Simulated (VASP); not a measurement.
# NaHgF3 (Cmmm) in VASP: single point with r2SCAN

Aim: the single point of NaHgF3 with r2SCAN.

Program: VASP 6.6.1. These are calculated values, not measurements. Logs are shortened: lines on timing, memory, paths and dates and some standing lists are left out, and cuts for length are marked.

## 1. The cell of the first run

It takes space group Cmmm (No. 65, orthorhombic). The conventional cell has a = 6.235 Å, b = 6.490 Å, c = 4.499 Å, α = 90.00°, β = 90.00°, γ = 90.00°. Na (site symmetry mmm) has 12 F at 3.12 to 3.24 Å and 8 Hg at 3.84 to 3.95 Å within 4.1 Å. Within 3.0 Å of Hg (site symmetry mmm) lie 6 F at 2.25 Å. Within 3.3 Å of F (site symmetry mmm) lie 2 Hg at 2.25 Å and 4 Na at 3.12 to 3.24 Å and 8 F at 3.18 Å. Within 3.3 Å of F (site symmetry 2/m) lie 2 Hg at 2.25 Å and 8 F at 3.12 to 3.24 Å and 4 Na at 3.18 Å.

## 2. Single point, r2SCAN (shear xy strain -4.0%)

The input, POSCAR:

```
NaHgF3
1.0
    4.4988204079     -0.0899764082      0.0000000000
   -0.0899764082      4.4988204079      0.0000000000
    0.0000000000      0.0000000000      4.4988204079
Na Hg F
1 1 3
Direct
    0.0000000000      0.0000000000      0.0000000000
    0.5000000000      0.5000000000      0.5000000000
    0.5000000000      0.5000000000      0.0000000000
    0.5000000000      0.0000000000      0.5000000000
    0.0000000000      0.5000000000      0.5000000000
```

The input, INCAR.step1:

```
ALGO = Normal
EDIFF = 1E-4
ENCUT = 520
GGA = PE
ISMEAR = 0
LASPH = T
LCHARG = F
LREAL = F
LWAVE = T
NBANDS = 28
NELM = 80
PREC = Accurate
SIGMA = 0.01
```

The input, INCAR.step2:

```
ALGO = Normal
EDIFF = 1E-7
ENCUT = 520
ISIF = 2
ISMEAR = 0
ISTART = 1
LASPH = T
LCHARG = F
LMIXTAU = T
LREAL = F
LWAVE = F
METAGGA = R2SCAN
NBANDS = 28
NELM = 80
PREC = Accurate
SIGMA = 0.01
```

The input, KPOINTS:

```
k-points
0
Gamma
  6 6 6
```

Potentials or basis: VASP PAW PBE potentials, release 64 (Na_pv, Hg, F).

Run with:

```console
$ cat potpaw_PBE.64/Na_pv/POTCAR potpaw_PBE.64/Hg/POTCAR potpaw_PBE.64/F/POTCAR > POTCAR
$ cp INCAR.step1 INCAR
$ mpirun -np 1 vasp_std > vasp.out
$ cp INCAR.step2 INCAR
$ mpirun -np 1 vasp_std > vasp.out
```

OUTCAR:

```text
EDIFF = 1E-7
   ENCUT = 520
   ISIF = 2
   ISMEAR = 0
   ISTART = 1
   LASPH = T
   LREAL = F
   METAGGA = R2SCAN
   NELM = 80
   PREC = Accurate

 ion  position               nearest neighbor table
   1  0.000  0.000  0.000-
   2  0.500  0.500  0.500-   3 2.25   3 2.25   5 2.25   4 2.25   4 2.25   5 2.25
   3  0.500  0.500  0.000-   2 2.25   2 2.25
   4  0.500  0.000  0.500-   2 2.25   2 2.25
   5  0.000  0.500  0.500-   2 2.25   2 2.25

  LATTYP: Found a base centered orthorhombic cell.
 ALAT       =     6.2350469788
 B/A-ratio  =     1.0408163266
 C/A-ratio  =     0.7215375318

  Lattice vectors:

 A1 = (   4.4988204079,  -0.0899764082,   0.0000000000)
 A2 = (  -0.0899764082,   4.4988204079,   0.0000000000)
 A3 = (   0.0000000000,   0.0000000000,   4.4988204079)

Analysis of symmetry for initial positions (statically):
=====================================================================
 Subroutine PRICEL returns:
 Original cell was already a primitive cell.

 Routine SETGRP: Setting up the symmetry group for a
 base centered orthorhombic supercell.

 Subroutine GETGRP returns: Found  8 space group operations
 (whereof  8 operations were pure point group operations)
 out of a pool of  8 trial point group operations.

The static configuration has the point symmetry D_2h.

Analysis of symmetry for dynamics (positions and initial velocities):
=====================================================================
 Subroutine PRICEL returns:
 Original cell was already a primitive cell.

 Routine SETGRP: Setting up the symmetry group for a
 base centered orthorhombic supercell.

 Subroutine GETGRP returns: Found  8 space group operations
 (whereof  8 operations were pure point group operations)
 out of a pool of  8 trial point group operations.

The dynamic configuration has the point symmetry D_2h.

 Subroutine INISYM returns: Found  8 space group operations
 (whereof  8 operations are pure point group operations),
 and found     1 'primitive' translations

----------------------------------------------------------------------------------------

                                     Primitive cell
[... 87 lines left out ...]
 SYSTEM =  unknown system
   PREC   = accura    normal or accurate (medium, high low for compatibility)
   ISTART =      1    job   : 0-new  1-cont  2-samecut
   ICHARG =      0    charge: 1-file 2-atom 10-const
   ISPIN  =      1    spin polarized calculation?
   LNONCOLLINEAR =      F non collinear calculations
   LSORBIT =      F    spin-orbit coupling
   LASPH  =      T    aspherical Exc in radial PAW
   ENCUT  =  520.0 eV  38.22 Ry    6.18 a.u.   8.37  8.37  8.36*2*pi/ulx,y,z
   NELM   =     80;   NELMIN=  2; NELMDL=  0     # of ELM steps
   EDIFF  = 0.1E-06   stopping-criterion for ELM
   LREAL  =      F    real-space projection
   EDIFFG = 0.1E-05   stopping-criterion for IOM
   NSW    =      0    number of steps for IOM
   IBRION =     -1    ionic relax: 0-MD 1-quasi-New 2-CG
   NFREE  =      0    steps in history (QN), initial steepest desc. (CG)
   ISIF   =      2    stress and relaxation
   ISYM   =      2    0-nonsym 1-usesym 2-fastsym
   POTIM  = 0.5000    time-step for ionic-motion
   TEBEG  =    0.0;   TEEND  =   0.0 temperature during run
   PSTRESS=    0.0 pullay stress
   NELECT =      40.0000    total number of electrons
   NUPDOWN=      -1.0000    fix difference up-down
   EMIN   =  10.00;   EMAX   =-10.00  energy-range for DOS
   EFERMI =   0.00;   METHOD = LEGACY
   ISMEAR =     0;   SIGMA  =   0.01  broadening in eV -4-tet -1-fermi 0-gaus
   EFERMI_NEDOS =   21; number of points for ismear=-14 and -15
   IALGO  =     38    algorithm
   IMIX   =      4    mixing-type and parameters
     AMIX     =   0.40;   BMIX     =  1.00
     AMIX_MAG =   1.60;   BMIX_MAG =  1.00
  volume/ion in A,a.u.               =      18.20       122.84
  Fermi-wavevector in a.u.,A,eV,Ry     =   1.244670  2.352085 21.078179  1.549202
  Thomas-Fermi vector in A             =   2.378926
   LORBIT       =      0    0 simple, 1 ext, 2 COOP (PROOUT), +10 PAW based schemes
   METAGGA = R2SCAN    functional components
   LHFCALC =     F    Hartree Fock is set to
   AEXX    =    0.0000 exact exchange contribution
   IVDW    =     0    specifies the selected vdW correction
   LEPSILON=     F    determine dielectric tensor
   LRPA    =     F    only Hartree local field effects (RPA)
 non-spin polarized calculation
 Gauss-broadening in eV      SIGMA  =   0.01
  energy-cutoff  :      520.00
  volume of cell :       91.02
 maximum number of plane-waves:      2472
 NGX is ok and might be reduce to    36
   NGX = 17   NGY = 17   NGZ = 17

 number of electron      40.0000001 magnetization

 Free energy of the ion-electron system (eV)
  ---------------------------------------------------
  ext. energy  EPLUGINS =         0.00000000
  ---------------------------------------------------
  free energy    TOTEN  =       -71.65138670 eV

  energy without entropy =      -71.65138670  energy(sigma->0) =      -71.65138670

 E-fermi :  -1.1188     XC(G=0):  -8.6484

 val. band max:       -1.1687359060   @ k =   0.5000   0.5000   0.5000
 cond. band min:      -0.3379561182   @ k =   0.0000   0.0000   0.0000
 fundamental gap:      0.8307797878
 Fermi energy:        -1.1188062570

 k-point     1 :       0.0000    0.0000    0.0000
  band No.  band energies     occupation
      1     -25.4041      2.00000
      2     -25.4037      2.00000
      3     -25.4021      2.00000
      4     -24.3112      2.00000
      5     -24.0656      2.00000
      6     -24.0571      2.00000
[... 733 lines left out ...]
     27      10.8089      0.00000
     28      10.9495      0.00000

 [... further k-points ...]
[... 5 lines left out ...]
  --------------------------------------------------------------------------------------
  -------------------------------------------------------------------------------------
  Total        0.2678962      0.2678962      0.2858484      0.0523470      0.0000000      0.0000000
  in kB        4.7157948      4.7157948      5.0318091      0.9214674      0.0000000      0.0000000
  external PRESSURE =       4.8211329 kB  Pullay stress =       0.0000000 kB

 VOLUME and BASIS-vectors are now :
 -----------------------------------------------------------------------------
  energy-cutoff  :      520.00
  volume of cell :       91.02
      direct lattice vectors                 reciprocal lattice vectors
     4.498820408 -0.089976408  0.000000000     0.222369437  0.004447389  0.000000000
    -0.089976408  4.498820408  0.000000000     0.004447389  0.222369437  0.000000000
     0.000000000  0.000000000  4.498820408     0.000000000  0.000000000  0.222280489

 POSITION                                       TOTAL-FORCE (eV/Angst)
 -----------------------------------------------------------------------------------
      0.00000      0.00000      0.00000        -0.000000      0.000000      0.000000
      2.20442      2.20442      2.24941         0.000000      0.000000      0.000000
      2.20442      2.20442      0.00000         0.000000      0.000000      0.000000
      2.24941     -0.04499      2.24941        -0.000000      0.000000      0.000000
     -0.04499      2.24941      2.24941        -0.000000      0.000000      0.000000
 -----------------------------------------------------------------------------------
    total drift:                                0.000000      0.000000      0.000000

  FREE ENERGIE OF THE ION-ELECTRON SYSTEM (eV)
  ---------------------------------------------------
  free  energy   TOTEN  =       -71.6513866963 eV

  energy  without entropy=      -71.6513866963  energy(sigma->0) =      -71.65138670
```

OUTCAR.step1:

```text
EDIFF = 1E-4
   ENCUT = 520
   GGA = PE
   ISMEAR = 0
[... 979 lines left out ...]
      2.20442      2.20442      2.24941         0.000000     -0.000000      0.000000
      2.20442      2.20442      0.00000         0.000000     -0.000000      0.000000
      2.24941     -0.04499      2.24941        -0.000000      0.000000      0.000000
     -0.04499      2.24941      2.24941        -0.000000     -0.000000      0.000000
 -----------------------------------------------------------------------------------
    total drift:                                0.000000      0.000000      0.000000

  FREE ENERGIE OF THE ION-ELECTRON SYSTEM (eV)
  ---------------------------------------------------
  free  energy   TOTEN  =       -15.5951781063 eV

  energy  without entropy=      -15.5951781063  energy(sigma->0) =      -15.59517811
```

OSZICAR.step1:

```text
N       E                     dE             d eps       ncg     rms          rms(c)
DAV:   1     0.405531364726E+03    0.40553E+03   -0.20964E+04  2960   0.147E+03
DAV:   2     0.178210644511E+02   -0.38771E+03   -0.36715E+03  3148   0.405E+02
DAV:   3    -0.178122477301E+02   -0.35633E+02   -0.35251E+02  3316   0.131E+02
DAV:   4    -0.184637036831E+02   -0.65146E+00   -0.65025E+00  3188   0.187E+01
DAV:   5    -0.184722682372E+02   -0.85646E-02   -0.85642E-02  3108   0.217E+00    0.147E+01
DAV:   6    -0.156803489445E+02    0.27919E+01   -0.93367E+00  3836   0.289E+01    0.108E+01
DAV:   7    -0.156378676319E+02    0.42481E-01   -0.71115E-01  2948   0.701E+00    0.685E+00
DAV:   8    -0.156000404909E+02    0.37827E-01   -0.16355E-01  3020   0.362E+00    0.677E-01
DAV:   9    -0.155947436226E+02    0.52969E-02   -0.25167E-02  3368   0.124E+00    0.215E-01
DAV:  10    -0.155950777621E+02   -0.33414E-03   -0.13270E-03  2992   0.482E-01    0.740E-02
DAV:  11    -0.155951887262E+02   -0.11096E-03   -0.35808E-04  2520   0.153E-01    0.745E-02
DAV:  12    -0.155951781063E+02    0.10620E-04   -0.47766E-05  2404   0.811E-02
   1 F= -.15595178E+02 E0= -.15595178E+02  d E =-.620454E-62
```

Wall time 5.3 min (1 thread of AMD EPYC 9R45 (Zen 5), shared host); peak memory 0.27 GiB.

Results:

* Free energy: -71.6514 eV
* Pressure: 0.5 GPa
* Band gap on the k mesh: 0.83 eV (least direct gap 3.66 eV)

Stress tensor (GPa, compression positive):
```
0.47 0.09 0.00
0.09 0.47 0.00
0.00 0.00 0.50
```

Caveat: the cell differs from its parent crystal (shear xy strain -4.0%); the PAW data sets were made with another functional, which shifts forces and pressure a little; spin-orbit coupling is left out, which moves the levels of the heavy elements. A k mesh can miss the band edges.
